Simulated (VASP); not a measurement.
Runs of VASP 6.6.1 on Rh. The structure is that of space group P6_3/mmc (No. 194), or close to it. The cells are those of the table. This isn't the form of Rh at room conditions, which is fcc.

| potentials or basis | cell | k mesh | cutoff (eV) | gap on the mesh (eV) | pressure (GPa) |
| --- | --- | --- | --- | --- | --- |
| VASP PAW PBE potentials, release 64 (Rh_pv) | a = 2.758, b = 2.758, c = 4.436 Å, angles 90.0, 90.0, 120.0°, 2 atoms | 24 × 24 × 12 | 520 | none | -13.4 |
| VASP PAW PBE potentials, release 64 (Rh_sv_GW) | a = 2.731, b = 2.731, c = 4.389 Å, angles 90.0, 90.0, 120.0°, 2 atoms | 18 × 18 × 10 | 580 | none | (b) |
| VASP PAW PBE potentials, release 64 (Rh_pv) | a = 2.707, b = 2.707, c = 4.354 Å, angles 90.0, 90.0, 120.0°, 2 atoms | 18 × 18 × 10 | 520 | none | 0.2 |
| VASP PAW PBE potentials, release 64 (Rh_pv) | a = 2.704, b = 2.704, c = 4.349 Å, angles 90.0, 90.0, 120.0°, 2 atoms | 18 × 18 × 10 | 520 | none | (a) |
| VASP PAW PBE potentials, release 64 (Rh_pv) | a = 2.687, b = 2.687, c = 4.436 Å, angles 90.0, 90.0, 120.0°, 2 atoms | 24 × 24 × 12 | 520 | none | -0.8 |
| VASP PAW PBE potentials, release 64 (Rh_pv) | a = 2.647, b = 2.647, c = 4.265 Å, angles 90.0, 90.0, 120.0°, 2 atoms | 18 × 18 × 10 | 520 | none | (c) |
| VASP PAW PBE potentials, release 64 (Rh_pv) | a = 2.720, b = 2.720, c = 4.262 Å, angles 90.0, 90.0, 120.0°, 2 atoms | 24 × 24 × 12 | 520 | none | 4.0 |
| VASP PAW PBE potentials, release 64 (Rh_pv) | a = 2.812, b = 2.812, c = 4.211 Å, angles 90.0, 90.0, 120.0°, 2 atoms | 24 × 24 × 12 | 520 | none | -8.7 |
| VASP PAW PBE potentials, release 64 (Rh_pv) | a = 2.618, b = 2.618, c = 4.221 Å, angles 90.0, 90.0, 120.0°, 2 atoms | 18 × 18 × 10 | 520 | none | 35.5 |
| VASP PAW PBE potentials, release 64 (Rh_pv) | a = 2.741, b = 2.741, c = 4.175 Å, angles 90.0, 90.0, 120.0°, 2 atoms | 24 × 24 × 12 | 520 | none | 6.5 |
| VASP PAW PBE potentials, release 64 (Rh_pv) | a = 2.812, b = 2.812, c = 4.523 Å, angles 90.0, 90.0, 120.0°, 2 atoms | 24 × 24 × 12 | 520 | none | -23.5 |

Alike in all rows: task single point; level r2SCAN; no spin polarisation; smearing gaussian 0.1 eV.

Task: Fill in the values left out.

Result: (a) 1.2; (b) -9.1; (c) 21.9.

Caveats: the PAW data sets were made with another functional, which shifts forces and pressure a little; the cell stands under tension (at least some runs); the cell stands under pressure (at least some runs).

A k mesh can miss the band edges, and the runs leave out spin-orbit coupling on Rh.

A gap of «none» marks levels without a gap at the run's occupations.

The runs don't all hold the same shells in valence.
